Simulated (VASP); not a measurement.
# BN (F-43m) in VASP: notebook, part 2 of 3

VASP 6.6.1. The steps go on from the part before.

## 3. Vibrations by perturbation theory, LDA

This run uses another cell than the first one, of 5.72 Å³/atom, 1.044 times its volume.

File INCAR:

```
  ALGO = Normal
  EDIFF = 1E-8
  ENCUT = 520
  GGA = CA
  IBRION = 8
  ISIF = 2
  ISMEAR = 0
  LASPH = T
  LCHARG = F
  LEPSILON = T
  LREAL = F
  LWAVE = F
  NELM = 60
  NSW = 1
  PREC = Accurate
  SIGMA = 0.01
```

File KPOINTS:

```
k-points
0
Gamma
  12 12 12
```

File POSCAR:

```
BN
1.0
    0.0000000000      1.7887858587      1.7887858587
    1.7887858587      0.0000000000      1.7887858587
    1.7887858587      1.7887858587      0.0000000000
B N
1 1
Direct
    0.0000000000      0.0000000000      0.0000000000
    0.7500000000      0.7500000000      0.7500000000
```

Potentials or basis: VASP PAW LDA potentials, release 64 (B, N).

Command:

```
$ cat potpaw_LDA.64/B/POTCAR potpaw_LDA.64/N/POTCAR > POTCAR
$ mpirun -np 1 vasp_std > vasp.out
```

OUTCAR:

```text
EDIFF = 1E-8
   ENCUT = 520
   GGA = CA
   IBRION = 8
   ISIF = 2
   ISMEAR = 0
   LASPH = T
   LEPSILON = T
   LREAL = F
   NELM = 60
   NSW = 1
   PREC = Accurate

 ion  position               nearest neighbor table
   1  0.000  0.000  0.000-   2 1.55   2 1.55   2 1.55   2 1.55
   2  0.750  0.750  0.750-   1 1.55   1 1.55   1 1.55   1 1.55

  LATTYP: Found a face centered cubic cell.
 ALAT       =     3.5775717174

  Lattice vectors:

 A1 = (   0.0000000000,   1.7887858587,   1.7887858587)
 A2 = (   1.7887858587,   0.0000000000,   1.7887858587)
 A3 = (   1.7887858587,   1.7887858587,   0.0000000000)

Analysis of symmetry for initial positions (statically):
=====================================================================
 Subroutine PRICEL returns:
 Original cell was already a primitive cell.

 Routine SETGRP: Setting up the symmetry group for a
 face centered cubic supercell.

 Subroutine GETGRP returns: Found 24 space group operations
 (whereof 24 operations were pure point group operations)
 out of a pool of 48 trial point group operations.

The static configuration has the point symmetry T_d .

Analysis of symmetry for dynamics (positions and initial velocities):
=====================================================================
 Subroutine PRICEL returns:
 Original cell was already a primitive cell.

 Routine SETGRP: Setting up the symmetry group for a
 face centered cubic supercell.

 Subroutine GETGRP returns: Found 24 space group operations
 (whereof 24 operations were pure point group operations)
 out of a pool of 48 trial point group operations.

The dynamic configuration has the point symmetry T_d .

 Subroutine INISYM returns: Found 24 space group operations
 (whereof 24 operations are pure point group operations),
 and found     1 'primitive' translations

----------------------------------------------------------------------------------------

                                     Primitive cell

  volume of cell :      11.4474

  direct lattice vectors                    reciprocal lattice vectors
     0.000000000  1.788785859  1.788785859    -0.279519204  0.279519204  0.279519204
     1.788785859  0.000000000  1.788785859     0.279519204 -0.279519204  0.279519204
     1.788785859  1.788785859  0.000000000     0.279519204  0.279519204 -0.279519204

  length of vectors
     2.529725222  2.529725222  2.529725222     0.484141464  0.484141464  0.484141464

  position of ions in fractional coordinates (direct lattice)
     0.000000000  0.000000000  0.000000000
[... 452 lines left out ...]

 PIEZOELECTRIC TENSOR FIELD DIRECTION 3  (C/m^2)
 -----------------------------------------------------------------------------
    -0.00048  1.02855  0.00000
     1.02855 -0.00048  0.00000
     0.00000  0.00000  0.00038

--------------------------------------- Ionic step        4  -------------------------------------------

------------------------ aborting loop because EDIFF is reached ----------------------------------------

[... ionic steps 5 to 6 ...]

--------------------------------------- Ionic step        7  -------------------------------------------

 Free energy of the ion-electron system (eV)
  ---------------------------------------------------
  ---------------------------------------------------
  free energy    TOTEN  =        -0.22723125 eV

  energy without entropy =       -0.22723125

------------------------ aborting loop because EDIFF is reached ----------------------------------------

 INTERNAL STRAIN TENSOR  FOR ION    2  DIRECTION 1   (eV/Angst):
 -----------------------------------------------------------------------------
     0.01161  0.00000  0.00000
     0.00000 -0.00460  3.01411
     0.00000  3.01411 -0.00460

 MACROSCOPIC STATIC DIELECTRIC TENSOR (including local field effects in DFT)
 ------------------------------------------------------
           4.561832     0.000000     0.000000
          -0.000000     4.561832     0.000000
          -0.000000     0.000000     4.561832
 ------------------------------------------------------

 PIEZOELECTRIC TENSOR (including local field effects)  for field in x, y, z        (e  Angst)
          XX          YY          ZZ          XY          YZ          ZX
  --------------------------------------------------------------------------------
  x     0.00000    -0.00000     0.00000     0.00000     0.73547     0.00000
  y    -0.00000    -0.00000    -0.00000     0.00000     0.00000     0.73547
  z    -0.00000    -0.00000     0.00000     0.73547     0.00000     0.00000

 PIEZOELECTRIC TENSOR (including local field effects)  for field in x, y, z        (C/m^2)
          XX          YY          ZZ          XY          YZ          ZX
  --------------------------------------------------------------------------------
  x     0.00000    -0.00000     0.00000     0.00000     1.02937     0.00000
  y    -0.00000    -0.00000    -0.00000     0.00000     0.00000     1.02937
  z    -0.00000    -0.00000     0.00000     1.02937     0.00000     0.00000

 BORN EFFECTIVE CHARGES (including local field effects) (in |e|, cummulative output)
 ---------------------------------------------------------------------------------
 ion    1
    1     1.87173    -0.00000    -0.00000
    2    -0.00000     1.87173     0.00000
    3     0.00000     0.00000     1.87173
 ion    2
    1    -1.87173     0.00000     0.00000
    2     0.00000    -1.87173    -0.00000
    3    -0.00000    -0.00000    -1.87173

 INTERNAL STRAIN TENSOR FOR ION    2 for displacements in x,y,z  (eV/Angst):
          X           Y           Z          XY          YZ          ZX
  --------------------------------------------------------------------------------
  x    -0.00000    -0.00000    -0.00000     0.00000     3.01411     0.00000
  y    -0.00000     0.00000    -0.00000     0.00000     0.00000     3.01411
  z    -0.00000    -0.00000    -0.00000     3.01411     0.00000     0.00000

 SECOND DERIVATIVES (NOT SYMMETRIZED)
 ------------------------------------
               1X          1Y          1Z          2X          2Y          2Z
  1X   -25.860304    0.000000    0.000000   25.860304    0.000000    0.000000
  1Y     0.000000  -25.860304    0.000000    0.000000   25.860304    0.000000
  1Z     0.000000    0.000000  -25.860304    0.000000    0.000000   25.860304
  2X    25.848673    0.000000    0.000000  -25.848673    0.000000    0.000000
  2Y     0.000000   25.848673    0.000000    0.000000  -25.848673    0.000000
  2Z     0.000000    0.000000   25.848673    0.000000    0.000000  -25.848673

 Eigenvectors and eigenvalues of the dynamical matrix
 ----------------------------------------------------

   1 f  =   32.184251 THz   202.219614 2PiTHz 1073.551060 cm-1   133.103308 meV
             X         Y         Z           dx          dy          dz
      0.000000  0.000000  0.000000     0.000000    0.751262    0.000000
      2.683179  2.683179  2.683179     0.000000   -0.660005    0.000000
[... 21 lines left out ...]
   6 f/i=    0.003590 THz     0.022554 2PiTHz    0.119733 cm-1     0.014845 meV
             X         Y         Z           dx          dy          dz
      0.000000  0.000000  0.000000     0.000000    0.000000   -0.660005
      2.683179  2.683179  2.683179     0.000000    0.000000   -0.751262

--------------------------------------------------------------------------------------------------------

 MACROSCOPIC STATIC DIELECTRIC TENSOR IONIC CONTRIBUTION
 ------------------------------------------------------
           2.141960    -0.000000     0.000000
          -0.000000     2.141960     0.000000
           0.000000     0.000000     2.141960
 ------------------------------------------------------

 ELASTIC MODULI CONTR FROM IONIC RELAXATION (kBar)
 Direction    XX          YY          ZZ          XY          YZ          ZX
 --------------------------------------------------------------------------------
 XX          -0.0000     -0.0000     -0.0000     -0.0000      0.0000     -0.0000
 YY          -0.0000     -0.0000      0.0000     -0.0000      0.0000      0.0000
 ZZ          -0.0000      0.0000     -0.0000      0.0000      0.0000     -0.0000
 XY          -0.0000     -0.0000      0.0000    -46.4691      0.0000      0.0000
 YZ           0.0000      0.0000      0.0000      0.0000    -46.4691      0.0000
 ZX          -0.0000      0.0000     -0.0000      0.0000      0.0000    -46.4691
 --------------------------------------------------------------------------------

 PIEZOELECTRIC TENSOR IONIC CONTR  for field in x, y, z        (C/m^2)
          XX          YY          ZZ          XY          YZ          ZX
  --------------------------------------------------------------------------------
  x     0.00000     0.00000     0.00000     0.00000    -0.29687     0.00000
  y    -0.00000     0.00000    -0.00000    -0.00000     0.00000    -0.29687
  z    -0.00000    -0.00000     0.00000    -0.29687    -0.00000    -0.00000
```

OSZICAR:

```text
N       E                     dE             d eps       ncg     rms          rms(c)
DAV:   1     0.489511887009E+01    0.48951E+01   -0.53685E+03  1200   0.100E+03
DAV:   2    -0.204946898090E+02   -0.25390E+02   -0.24863E+02  1648   0.153E+02
DAV:   3    -0.206026175403E+02   -0.10793E+00   -0.10793E+00  1296   0.127E+01
DAV:   4    -0.206027084220E+02   -0.90882E-04   -0.90882E-04  1656   0.349E-01
[... 130 lines left out ...]
RMM:   6    -0.227233429619E+00   -0.75462E-05    0.65543E-07  7157   0.202E-03    0.381E-04
RMM:   7    -0.227231161585E+00    0.22680E-05   -0.35713E-08  7486   0.497E-04    0.561E-05
RMM:   8    -0.227231335500E+00   -0.17392E-06    0.58985E-11  7139   0.493E-05    0.228E-05
RMM:   9    -0.227231255440E+00    0.80060E-07    0.36401E-09  7764   0.208E-05    0.931E-07
RMM:  10    -0.227231247605E+00    0.78353E-08   -0.62667E-10  5527   0.132E-06    0.441E-07
 Linear response finished
```

Wall time 3.7 min (1 thread of Intel Xeon 8259CL, shared host); peak memory 0.18 GiB.

What came out:

* Electronic dielectric tensor (diagonal): 4.56
* Born charges (mean of the diagonal): B +1.87; N -1.87 e
* Highest phonon frequency at Γ, LO-TO splitting left out: 1074 cm⁻¹

Phonon frequencies in cm⁻¹ (negative: imaginary):
```
              q point           frequencies
(0.000, 0.000, 0.000)  0 0 0 1074 1074 1074
```

Electronic dielectric tensor:
```
4.56 0.00 0.00
0.00 4.56 0.00
0.00 0.00 4.56
```

Born effective charge tensors (e):
atom 1, B
```
1.87 0.00 0.00
0.00 1.87 0.00
0.00 0.00 1.87
```
atom 2, N
```
-1.87  0.00  0.00
 0.00 -1.87  0.00
 0.00  0.00 -1.87
```

Caveat: the cell wasn't relaxed at this level first, which shifts response properties.

## 4. Vibrations by perturbation theory, LDA

This run uses another cell than the first one, of 5.37 Å³/atom, 0.980 times its volume.

File INCAR:

```
SYSTEM = BN
ALGO = Normal ; EDIFF = 1E-8
ENCUT = 520 ; GGA = CA
IBRION = 8 ; ISIF = 2
ISMEAR = 0 ; LASPH = .TRUE.
LCHARG = .TRUE. ; LEPSILON = .TRUE.
LREAL = .FALSE. ; LWAVE = .FALSE.
NELM = 80 ; NSW = 1
PREC = Accurate ; SIGMA = 0.01
```

File KPOINTS:

```
k-points
0
G
  12 12 12
  0 0 0
```

File POSCAR:

```
BN
1.0
    0.0000000000      1.7512340105      1.7512340105
    1.7512340105      0.0000000000      1.7512340105
    1.7512340105      1.7512340105      0.0000000000
B N
1 1
Direct
    0.0000000000      0.0000000000      0.0000000000
    0.7500000000      0.7500000000      0.7500000000
```

Potentials or basis: VASP PAW LDA potentials, release 64 (B, N).

Command:

```
$ cat potpaw_LDA.64/B/POTCAR potpaw_LDA.64/N/POTCAR > POTCAR
$ mpirun -np 1 vasp_std > vasp.out
```

OUTCAR:

```text
SYSTEM = BN
   EDIFF = 1E-8
   ENCUT = 520
   GGA = CA
   IBRION = 8
   ISIF = 2
   ISMEAR = 0
   LASPH = .TRUE.
   LEPSILON = .TRUE.
   LREAL = .FALSE.
   NELM = 80
   NSW = 1
   PREC = Accurate

 ion  position               nearest neighbor table
   1  0.000  0.000  0.000-   2 1.52   2 1.52   2 1.52   2 1.52
   2  0.750  0.750  0.750-   1 1.52   1 1.52   1 1.52   1 1.52

  LATTYP: Found a face centered cubic cell.
 ALAT       =     3.5024680210

  Lattice vectors:

 A1 = (   0.0000000000,   1.7512340105,   1.7512340105)
 A2 = (   1.7512340105,   0.0000000000,   1.7512340105)
 A3 = (   1.7512340105,   1.7512340105,   0.0000000000)

Analysis of symmetry for initial positions (statically):
[... 566 lines left out ...]
  z    -0.00000    -0.00000     0.00000     6.50069     0.00000     0.00000

 SECOND DERIVATIVES (NOT SYMMETRIZED)
 ------------------------------------
               1X          1Y          1Z          2X          2Y          2Z
  1X   -30.142664    0.000000    0.000000   30.142664    0.000000    0.000000
  1Y     0.000000  -30.142664    0.000000    0.000000   30.142664    0.000000
  1Z     0.000000    0.000000  -30.142664    0.000000    0.000000   30.142664
  2X    30.135879    0.000000    0.000000  -30.135879    0.000000    0.000000
  2Y     0.000000   30.135879    0.000000    0.000000  -30.135879    0.000000
  2Z     0.000000    0.000000   30.135879    0.000000    0.000000  -30.135879

 Eigenvectors and eigenvalues of the dynamical matrix
 ----------------------------------------------------

   1 f  =   34.748709 THz   218.332575 2PiTHz 1159.092154 cm-1   143.709047 meV
             X         Y         Z           dx          dy          dz
      0.000000  0.000000  0.000000     0.751225   -0.000000    0.000000
      2.626851  2.626851  2.626851    -0.660046    0.000000    0.000000
[... 21 lines left out ...]
   6 f/i=    0.001939 THz     0.012186 2PiTHz    0.064691 cm-1     0.008021 meV
             X         Y         Z           dx          dy          dz
      0.000000  0.000000  0.000000     0.152428   -0.091354   -0.635674
      2.626851  2.626851  2.626851     0.173485   -0.103974   -0.723485

--------------------------------------------------------------------------------------------------------

 MACROSCOPIC STATIC DIELECTRIC TENSOR IONIC CONTRIBUTION
 ------------------------------------------------------
           1.894635    -0.000000     0.000000
          -0.000000     1.894635     0.000000
           0.000000     0.000000     1.894635
 ------------------------------------------------------

 ELASTIC MODULI CONTR FROM IONIC RELAXATION (kBar)
 Direction    XX          YY          ZZ          XY          YZ          ZX
 --------------------------------------------------------------------------------
 XX          -0.0000     -0.0000      0.0000      0.0000     -0.0000     -0.0000
 YY          -0.0000     -0.0000     -0.0000      0.0000      0.0000     -0.0000
 ZZ           0.0000     -0.0000     -0.0000     -0.0000      0.0000     -0.0000
 XY           0.0000      0.0000     -0.0000   -203.4468     -0.0000     -0.0000
 YZ          -0.0000      0.0000      0.0000     -0.0000   -203.4468     -0.0000
 ZX          -0.0000     -0.0000     -0.0000     -0.0000      0.0000   -203.4468
 --------------------------------------------------------------------------------

 PIEZOELECTRIC TENSOR IONIC CONTR  for field in x, y, z        (C/m^2)
          XX          YY          ZZ          XY          YZ          ZX
  --------------------------------------------------------------------------------
  x    -0.00000     0.00000     0.00000    -0.00000    -0.58420     0.00000
  y    -0.00000    -0.00000    -0.00000    -0.00000    -0.00000    -0.58420
  z     0.00000     0.00000    -0.00000    -0.58420    -0.00000    -0.00000
```

Run time: 3.3 min. Hardware: 1 thread of Intel Xeon 8259CL, shared host; peak memory 0.17 GiB.

What came out:

- Electronic dielectric tensor (diagonal): 4.51
- Born charges (mean of the diagonal): B +1.84; N -1.84 e
- Highest phonon frequency at Γ, LO-TO splitting left out: 1159 cm⁻¹

Phonon frequencies in cm⁻¹ (negative: imaginary):
```csv
q point,frequencies
"(0.000, 0.000, 0.000)",0 0 0 1159 1159 1159
```

Electronic dielectric tensor:
```
4.51 0.00 0.00
0.00 4.51 0.00
0.00 0.00 4.51
```

Born effective charge tensors (e):
atom 1, B
```
1.84 0.00 0.00
0.00 1.84 0.00
0.00 0.00 1.84
```
atom 2, N
```
-1.84  0.00  0.00
 0.00 -1.84  0.00
 0.00  0.00 -1.84
```

Caveat: the cell wasn't relaxed at this level first, which shifts response properties.

(Part 2 of 3 ends here.)
